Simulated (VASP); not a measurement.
# Cs: relaxation of cell and atoms with PBEsol

Crystal: Cs.

```
Cs
1.0
    -3.12847    3.12847    3.12847
     3.12847   -3.12847    3.12847
     3.12847    3.12847   -3.12847
Cs
1
Cartesian
  0.0000 0.0000 0.0000
```

```yaml
Program: VASP 6.6.1
Task: relaxation of cell and atoms
Functional: PBEsol
Potentials_or_basis: VASP PAW PBE potentials, release 64 (Cs_sv)
Cutoff: 600 eV
k_mesh: 6 × 6 × 6
Occupations: fermi-dirac, width 0.05 eV
Spin: no spin polarisation
Target_pressure: 5 GPa
Dipole_correction: no
Further_INCAR_settings: ALGO = Normal; EDIFF = 1e-06; IBRION = 2; EDIFFG = -0.01; NSW = 60; ISIF = 3
```

| Item | Value |
| --- | --- |
| Relaxed volume | 41.03 Å³/atom |
| Relaxed cell | a = 3.763 Å, b = 3.763 Å, c = 3.763 Å, α = 109.47°, β = 109.47°, γ = 109.47° |
| Space group after relaxing (to 0.1 Å) | Im-3m (No. 229) |
| Energy change on relaxing (the run minimises the enthalpy) | +774.6 meV/atom |
| Ionic steps | 8 |
| Pressure after relaxing | 5.0 GPa |
| Band gap on the k mesh | zero (an odd number of electrons rules out a gap without spin polarisation) |

Step by step:
| step | energy change (eV) | largest force (eV/Å) | pressure (GPa) | volume (Å³) |
| --- | --- | --- | --- | --- |
| 1 | 0.0000 | 0.0000 | -0.20 | 122.48 |
| 2 | 0.2194 | 0.0000 | 2.35 | 64.70 |
| 3 | 0.4022 | 0.0000 | 3.31 | 54.62 |
| 4 | 0.8866 | 0.0000 | 6.32 | 37.72 |
| 5 | 0.7085 | 0.0000 | 4.91 | 43.17 |
| 6 | 0.7412 | 0.0000 | 4.93 | 42.10 |
| 7 | 0.8112 | 0.0000 | 5.11 | 39.87 |
| 8 | 0.7746 | 0.0000 | 5.02 | 41.03 |

Final structure:
```xyz
1
Lattice="-2.1728 2.1728 2.1728 2.1728 -2.1728 2.1728 2.1728 2.1728 -2.1728" Properties=species:S:1:pos:R:3 pbc="T T T"
Cs    0.0000    0.0000    0.0000
```

Levels at points of the mesh, in eV from the Fermi level:
| k point | band 1 | band 2 | band 3 | band 4 | band 5 | band 6 | band 7 | band 8 |
| --- | --- | --- | --- | --- | --- | --- | --- | --- |
| (0.00, 0.00, 0.00) | -24.13 | -9.60 | -9.60 | -9.60 | -1.84 | 3.08 | 3.08 | 3.08 |
| (0.50, 0.00, 0.00) | -23.69 | -12.04 | -10.32 | -9.67 | -0.82 | 1.02 | 4.51 | 5.68 |
| (0.50, 0.50, 0.50) | -23.41 | -11.17 | -11.17 | -11.17 | -1.16 | -1.16 | 7.93 | 7.93 |

It took 91 s on 1 thread of Intel(R) Xeon(R) Platinum 8559C (Emerald Rapids), with other jobs on the host, peak memory 0.36 GiB.

Caveat: the cell is relaxed towards a set pressure, so the run minimises the enthalpy, not the energy; the volume moved by over 15 % at a fixed basis, so the end points are rough; the PAW data sets were made with another functional, which shifts forces and pressure a little; spin-orbit coupling is left out, which moves the levels of the heavy elements.
